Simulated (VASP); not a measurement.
# InAs (rocksalt type) (Fm-3m) in VASP: a series of runs

InAs (rocksalt type) is run at these levels: PBE; tasks: single point.

Everything below comes from runs of VASP 6.6.1. Logs are shortened: lines on timing, memory, paths and dates and some standing lists are left out, and cuts for length are marked.

### Step 1. The cell of the first run

The structure is cubic, space group Fm-3m (No. 225). Conventional cell: a = 4.713 Å, b = 4.713 Å, c = 4.713 Å, α = 90.00°, β = 90.00°, γ = 90.00°. Within 3.1 Å of In (site symmetry m-3m) lie 6 As at 2.36 Å. Within 3.1 Å of As (site symmetry m-3m) lie 6 In at 2.36 Å.

### Step 2. Single point, PBE (volume scaled by 0.55)

INCAR

```
ALGO = Normal
EDIFF = 1E-7
ENCUT = 520
GGA = PE
ISIF = 2
ISMEAR = -1
LASPH = T
LCHARG = F
LREAL = F
LWAVE = F
NBANDS = 16
NELM = 60
PREC = Accurate
SIGMA = 0.1
```

KPOINTS

```
k-points
0
Gamma
  13 13 13
```

POSCAR

```
InAs
1.0
    0.0000000000      2.3563846629      2.3563846629
    2.3563846629      0.0000000000      2.3563846629
    2.3563846629      2.3563846629      0.0000000000
In As
1 1
Direct
    0.0000000000      0.0000000000      0.0000000000
    0.5000000000      0.5000000000      0.5000000000
```

Potentials or basis: VASP PAW PBE potentials, release 64 (In_d, As).

On the command line:

```
$ cat potpaw_PBE.64/In_d/POTCAR potpaw_PBE.64/As/POTCAR > POTCAR
$ mpirun -np 1 vasp_std > vasp.out
```

OUTCAR:

```text
EDIFF = 1E-7
   ENCUT = 520
   GGA = PE
   ISIF = 2
   ISMEAR = -1
   LASPH = T
   LREAL = F
   NELM = 60
   PREC = Accurate

 ion  position               nearest neighbor table
   1  0.000  0.000  0.000-   2 2.36   2 2.36   2 2.36   2 2.36   2 2.36   2 2.36
   2  0.500  0.500  0.500-   1 2.36   1 2.36   1 2.36   1 2.36   1 2.36   1 2.36

  LATTYP: Found a face centered cubic cell.
 ALAT       =     4.7127693258

  Lattice vectors:

 A1 = (   0.0000000000,   2.3563846629,   2.3563846629)
 A2 = (   2.3563846629,   0.0000000000,   2.3563846629)
 A3 = (   2.3563846629,   2.3563846629,   0.0000000000)

Analysis of symmetry for initial positions (statically):
=====================================================================
 Subroutine PRICEL returns:
 Original cell was already a primitive cell.

 Routine SETGRP: Setting up the symmetry group for a
 face centered cubic supercell.

 Subroutine GETGRP returns: Found 48 space group operations
 (whereof 48 operations were pure point group operations)
 out of a pool of 48 trial point group operations.

The static configuration has the point symmetry O_h .

Analysis of symmetry for dynamics (positions and initial velocities):
=====================================================================
 Subroutine PRICEL returns:
 Original cell was already a primitive cell.

 Routine SETGRP: Setting up the symmetry group for a
 face centered cubic supercell.

 Subroutine GETGRP returns: Found 48 space group operations
 (whereof 48 operations were pure point group operations)
 out of a pool of 48 trial point group operations.

The dynamic configuration has the point symmetry O_h .

 Subroutine INISYM returns: Found 48 space group operations
 (whereof 48 operations are pure point group operations),
 and found     1 'primitive' translations

----------------------------------------------------------------------------------------

                                     Primitive cell

  volume of cell :      26.1679

  direct lattice vectors                    reciprocal lattice vectors
     0.000000000  2.356384663  2.356384663    -0.212189465  0.212189465  0.212189465
     2.356384663  0.000000000  2.356384663     0.212189465 -0.212189465  0.212189465
     2.356384663  2.356384663  0.000000000     0.212189465  0.212189465 -0.212189465

  length of vectors
     3.332431148  3.332431148  3.332431148     0.367522934  0.367522934  0.367522934

  position of ions in fractional coordinates (direct lattice)
     0.000000000  0.000000000  0.000000000
     0.500000000  0.500000000  0.500000000

  ion indices of the primitive-cell ions
   primitive index   ion index
                 1           1
                 2           2

----------------------------------------------------------------------------------------

 KPOINTS: k-points

Automatic generation of k-mesh.
 Grid dimensions read from file:
 generate k-points for:   13   13   13

 Generating k-lattice:

  Cartesian coordinates                     Fractional coordinates (reciprocal lattice)
    -0.016322267  0.016322267  0.016322267     0.076923077  0.000000000  0.000000000
     0.016322267 -0.016322267  0.016322267     0.000000000  0.076923077  0.000000000
     0.016322267  0.016322267 -0.016322267     0.000000000  0.000000000  0.076923077

  Length of vectors
     0.028270995  0.028270995  0.028270995

  Shift w.r.t. Gamma in fractional coordinates (k-lattice)
     0.000000000  0.000000000  0.000000000

 Subroutine IBZKPT returns following result:
 ===========================================

 Found     84 irreducible k-points:

 Following reciprocal coordinates:
            Coordinates               Weight
  0.000000  0.000000  0.000000      1.000000
  0.076923  0.000000  0.000000      8.000000
  0.153846  0.000000  0.000000      8.000000
  0.230769  0.000000  0.000000      8.000000
  0.307692  0.000000  0.000000      8.000000
  0.384615  0.000000  0.000000      8.000000
[... 16 lines left out ...]
  0.384615  0.153846  0.000000     24.000000
  0.461538  0.153846  0.000000     24.000000
 [... further k-points ...]
   k-points           NKPTS =     84   k-points in BZ     NKDIM =     84   number of bands    NBANDS=     16
   number of dos      NEDOS =    301   number of ions     NIONS =      2
   total plane-waves  NPLWV =  21952
   dimension x,y,z NGX =    28 NGY =   28 NGZ =   28
   dimension x,y,z NGXF=    56 NGYF=   56 NGZF=   56
   ions per type =               1   1
   NGX,Y,Z   is equivalent  to a cutoff of  13.97, 13.97, 13.97 a.u.
   NGXF,Y,Z  is equivalent  to a cutoff of  27.94, 27.94, 27.94 a.u.
 SYSTEM =  unknown system
   PREC   = accura    normal or accurate (medium, high low for compatibility)
   ISTART =      0    job   : 0-new  1-cont  2-samecut
   ICHARG =      2    charge: 1-file 2-atom 10-const
   ISPIN  =      1    spin polarized calculation?
   LNONCOLLINEAR =      F non collinear calculations
   LSORBIT =      F    spin-orbit coupling
   LASPH  =      T    aspherical Exc in radial PAW
   ENCUT  =  520.0 eV  38.22 Ry    6.18 a.u.   6.20  6.20  6.20*2*pi/ulx,y,z
   NELM   =     60;   NELMIN=  2; NELMDL= -5     # of ELM steps
   EDIFF  = 0.1E-06   stopping-criterion for ELM
   LREAL  =      F    real-space projection
   EDIFFG = 0.1E-05   stopping-criterion for IOM
   NSW    =      0    number of steps for IOM
   IBRION =     -1    ionic relax: 0-MD 1-quasi-New 2-CG
   NFREE  =      0    steps in history (QN), initial steepest desc. (CG)
   ISIF   =      2    stress and relaxation
   ISYM   =      2    0-nonsym 1-usesym 2-fastsym
   POTIM  = 0.5000    time-step for ionic-motion
   TEBEG  =    0.0;   TEEND  =   0.0 temperature during run
   PSTRESS=    0.0 pullay stress
   NELECT =      18.0000    total number of electrons
   NUPDOWN=      -1.0000    fix difference up-down
   EMIN   =  10.00;   EMAX   =-10.00  energy-range for DOS
   EFERMI =   0.00;   METHOD = LEGACY
   ISMEAR =    -1;   SIGMA  =   0.10  broadening in eV -4-tet -1-fermi 0-gaus
   EFERMI_NEDOS =   21; number of points for ismear=-14 and -15
   IALGO  =     38    algorithm
   IMIX   =      4    mixing-type and parameters
     AMIX     =   0.40;   BMIX     =  1.00
     AMIX_MAG =   1.60;   BMIX_MAG =  1.00
  volume/ion in A,a.u.               =      13.08        88.29
  Fermi-wavevector in a.u.,A,eV,Ry     =   1.445139  2.730916 28.414752  2.088425
  Thomas-Fermi vector in A             =   2.563354
   LORBIT       =      0    0 simple, 1 ext, 2 COOP (PROOUT), +10 PAW based schemes
   GGA     = PE    functional components
   LHFCALC =     F    Hartree Fock is set to
   AEXX    =    0.0000 exact exchange contribution
   IVDW    =     0    specifies the selected vdW correction
   LEPSILON=     F    determine dielectric tensor
   LRPA    =     F    only Hartree local field effects (RPA)
 non-spin polarized calculation
  energy-cutoff  :      520.00
  volume of cell :       26.17
 maximum number of plane-waves:       725
 NGX is ok and might be reduce to    28
   NGX = 13   NGY = 13   NGZ = 13

 number of electron      18.0000004 magnetization

 Free energy of the ion-electron system (eV)
  ---------------------------------------------------
  ext. energy  EPLUGINS =         0.00000000
  ---------------------------------------------------
  free energy    TOTEN  =        -1.53536963 eV

  energy without entropy =       -1.52153701  energy(sigma->0) =       -1.52845332

 E-fermi :  15.2933     XC(G=0): -13.1097

 val. band max:       15.2543036421   @ k =  -0.2308   0.2308   0.0000
 cond. band min:      15.3823913830   @ k =  -0.3077   0.1538   0.0000
 fundamental gap:      0.1280877409
 Fermi energy:        15.2932807792

 k-point     1 :       0.0000    0.0000    0.0000
  band No.  band energies     occupation
      1      -3.0188      2.00000
      2      -1.1605      2.00000
      3      -1.1605      2.00000
      4      -1.1496      2.00000
      5      -1.1496      2.00000
      6      -1.1496      2.00000
[... 8 lines left out ...]
     15      25.9358      0.00000
     16      25.9358      0.00000

 k-point     2 :       0.0769    0.0000    0.0000
  band No.  band energies     occupation
      1      -2.8968      2.00000
      2      -1.1836      2.00000
      3      -1.1836      2.00000
      4      -1.1569      2.00000
      5      -1.1311      2.00000
      6      -1.1311      2.00000
[... 8 lines left out ...]
     15      25.1005      0.00000
     16      25.1005      0.00000

 k-point     3 :       0.1538    0.0000    0.0000
  band No.  band energies     occupation
      1      -2.5400      2.00000
      2      -1.2504      2.00000
      3      -1.2504      2.00000
      4      -1.1700      2.00000
      5      -1.0758      2.00000
      6      -1.0758      2.00000
[... 8 lines left out ...]
     15      24.5209      0.00000
     16      24.5209      0.00000

 k-point     4 :       0.2308    0.0000    0.0000
  band No.  band energies     occupation
      1      -2.0011      2.00000
      2      -1.3433      2.00000
      3      -1.3433      2.00000
      4      -1.1394      2.00000
      5      -0.9963      2.00000
      6      -0.9963      2.00000
[... 8 lines left out ...]
     15      25.0834      0.00000
     16      25.0834      0.00000

 k-point     5 :       0.3077    0.0000    0.0000
  band No.  band energies     occupation
      1      -1.5714      2.00000
      2      -1.4400      2.00000
      3      -1.4400      2.00000
      4      -0.9103      2.00000
      5      -0.9103      2.00000
      6      -0.7906      2.00000
[... 8 lines left out ...]
     15      26.1598      0.00000
     16      26.4997      0.00000

 k-point     6 :       0.3846    0.0000    0.0000
  band No.  band energies     occupation
      1      -1.5187      2.00000
      2      -1.5187      2.00000
      3      -1.4890      2.00000
      4      -0.8379      2.00000
      5      -0.8379      2.00000
      6       0.0513      2.00000
[... 8 lines left out ...]
     15      27.4784      0.00000
     16      28.5399      0.00000

 k-point     7 :       0.4615    0.0000    0.0000
  band No.  band energies     occupation
      1      -1.5625      2.00000
      2      -1.5625      2.00000
      3      -1.4851      2.00000
      4      -0.7964      2.00000
      5      -0.7964      2.00000
      6       0.8648      2.00000
[... 8 lines left out ...]
     15      28.6742      0.00000
     16      30.5091      0.00000

 k-point     8 :       0.0769    0.0769    0.0000
  band No.  band energies     occupation
      1      -2.8602      2.00000
      2      -1.2127      2.00000
      3      -1.1669      2.00000
      4      -1.1495      2.00000
      5      -1.1285      2.00000
      6      -1.1285      2.00000
[... 8 lines left out ...]
     15      24.4067      0.00000
     16      26.5364      0.00000

 k-point     9 :       0.1538    0.0769    0.0000
  band No.  band energies     occupation
      1      -2.5971      2.00000
      2      -1.2686      2.00000
      3      -1.1852      2.00000
      4      -1.1810      2.00000
      5      -1.0885      2.00000
      6      -1.0720      2.00000
[... 8 lines left out ...]
     15      25.2417      0.00000
     16      26.2164      0.00000
[... 172 lines left out ...]
 k-point    19 :      -0.0769    0.0769    0.0000
  band No.  band energies     occupation
      1      -2.7004      2.00000
      2      -1.2360      2.00000
      3      -1.2021      2.00000
      4      -1.1715      2.00000
      5      -1.1187      2.00000
      6      -1.0753      2.00000
[... 8 lines left out ...]
     15      24.8410      0.00000
     16      25.3735      0.00000

 k-point    20 :       0.1538    0.1538    0.0000
  band No.  band energies     occupation
      1      -2.4748      2.00000
      2      -1.2547      2.00000
      3      -1.2147      2.00000
      4      -1.1188      2.00000
      5      -1.0660      2.00000
      6      -1.0660      2.00000
[... 8 lines left out ...]
     15      26.5151      0.00000
     16      28.0137      0.00000

 k-point    21 :       0.2308    0.1538    0.0000
  band No.  band energies     occupation
      1      -2.2572      2.00000
      2      -1.2450      2.00000
      3      -1.1768      2.00000
      4      -1.1514      2.00000
      5      -0.9853      2.00000
      6      -0.9529      2.00000
[... 8 lines left out ...]
     15      27.1608      0.00000
     16      27.6950      0.00000

 k-point    22 :       0.3077    0.1538    0.0000
  band No.  band energies     occupation
      1      -2.0891      2.00000
      2      -1.2795      2.00000
      3      -1.2277      2.00000
      4      -1.1071      2.00000
      5      -0.8908      2.00000
      6      -0.5201      2.00000
[... 8 lines left out ...]
     15      27.7100      0.00000
     16      28.0294      0.00000

 k-point    23 :       0.3846    0.1538    0.0000
  band No.  band energies     occupation
      1      -2.0113      2.00000
      2      -1.3193      2.00000
      3      -1.3185      2.00000
      4      -1.0447      2.00000
      5      -0.8149      2.00000
      6       0.2570      2.00000
[... 8 lines left out ...]
     15      28.9758      0.00000
     16      29.6587      0.00000

 k-point    24 :       0.4615    0.1538    0.0000
  band No.  band energies     occupation
      1      -1.9639      2.00000
      2      -1.4062      2.00000
      3      -1.3521      2.00000
      4      -0.9878      2.00000
      5      -0.7745      2.00000
      6       1.2166      2.00000
[... 8 lines left out ...]
     15      29.6311      0.00000
     16      31.4547      0.00000

 [... further k-points ...]

------------------------ aborting loop because EDIFF is reached ----------------------------------------

  FORCE on cell =-STRESS in cart. coord.  units (eV):
  Direction    XX          YY          ZZ          XY          YZ          ZX
  --------------------------------------------------------------------------------------
  -------------------------------------------------------------------------------------
  Total       24.9205331     24.9205331     24.9205331      0.0000000     -0.0000000      0.0000000
  in kB     1525.8061236   1525.8061236   1525.8061236      0.0000000     -0.0000000      0.0000000
  external PRESSURE =    1525.8061236 kB  Pullay stress =       0.0000000 kB

 VOLUME and BASIS-vectors are now :
 -----------------------------------------------------------------------------
  energy-cutoff  :      520.00
  volume of cell :       26.17
      direct lattice vectors                 reciprocal lattice vectors
     0.000000000  2.356384663  2.356384663    -0.212189465  0.212189465  0.212189465
     2.356384663  0.000000000  2.356384663     0.212189465 -0.212189465  0.212189465
     2.356384663  2.356384663  0.000000000     0.212189465  0.212189465 -0.212189465

 POSITION                                       TOTAL-FORCE (eV/Angst)
 -----------------------------------------------------------------------------------
      0.00000      0.00000      0.00000        -0.000000      0.000000     -0.000000
      2.35638      2.35638      2.35638         0.000000     -0.000000      0.000000
 -----------------------------------------------------------------------------------
    total drift:                               -0.000000      0.000000      0.000000

  FREE ENERGIE OF THE ION-ELECTRON SYSTEM (eV)
  ---------------------------------------------------
  free  energy   TOTEN  =        -1.5353696309 eV

  energy  without entropy=       -1.5215370149  energy(sigma->0) =       -1.52845332
```

It took 22 s on 1 thread of Intel Xeon Platinum 8559C (Emerald Rapids), shared host; peak memory 0.18 GiB.

What came out:

* Free energy: -1.5354 eV
* Pressure: 152.6 GPa
* Band gap on the k mesh: zero (band 9 reaches 15.87 eV, above the bottom of band 10 at 13.14 eV)

Caveat: spin-orbit coupling is left out, which moves the levels of the heavy elements.

### Step 3. Single point, PBE (volume scaled by 0.64)

INCAR

```
PREC = Accurate
ENCUT = 520
EDIFF = 1E-6
ISMEAR = -1
SIGMA = 0.1
LREAL = F
LASPH = T
NELM = 80
ALGO = Normal
ISIF = 2
LWAVE = F
LCHARG = F
GGA = PE
NBANDS = 16
```

KPOINTS

```
regular mesh
0
Gamma
  13 13 13
```

POSCAR

```
InAs
1.0
    0.0000000000      2.4784792208      2.4784792208
    2.4784792208      0.0000000000      2.4784792208
    2.4784792208      2.4784792208      0.0000000000
In As
1 1
Direct
    0.0000000000      0.0000000000      0.0000000000
    0.5000000000      0.5000000000      0.5000000000
```

Potentials or basis: VASP PAW PBE potentials, release 64 (In_d, As).

On the command line:

```
$ cat potpaw_PBE.64/In_d/POTCAR potpaw_PBE.64/As/POTCAR > POTCAR
$ mpirun -np 1 vasp_std > vasp.out
```

It took 22 s on 1 thread of Intel Xeon Platinum 8559C (Emerald Rapids), shared host; peak memory 0.18 GiB.

Results (log left out):

| Property | Result |
| --- | --- |
| Free energy | -4.5394 eV |
| Pressure | 80.0 GPa |
| Band gap on the k mesh | zero (band 9 reaches 12.84 eV, above the bottom of band 10 at 9.90 eV) |

Levels at points of the mesh, in eV from the Fermi level:
```
           k point  band 5  band 6  band 7  band 8  band 9  band 10  band 11  band 12  band 13  band 14
(0.00, 0.00, 0.00)  -15.54  -15.54   -0.69   -0.69   -0.69     3.44     7.50     7.50     7.50     7.82
```

Caveat: spin-orbit coupling is left out, which moves the levels of the heavy elements.
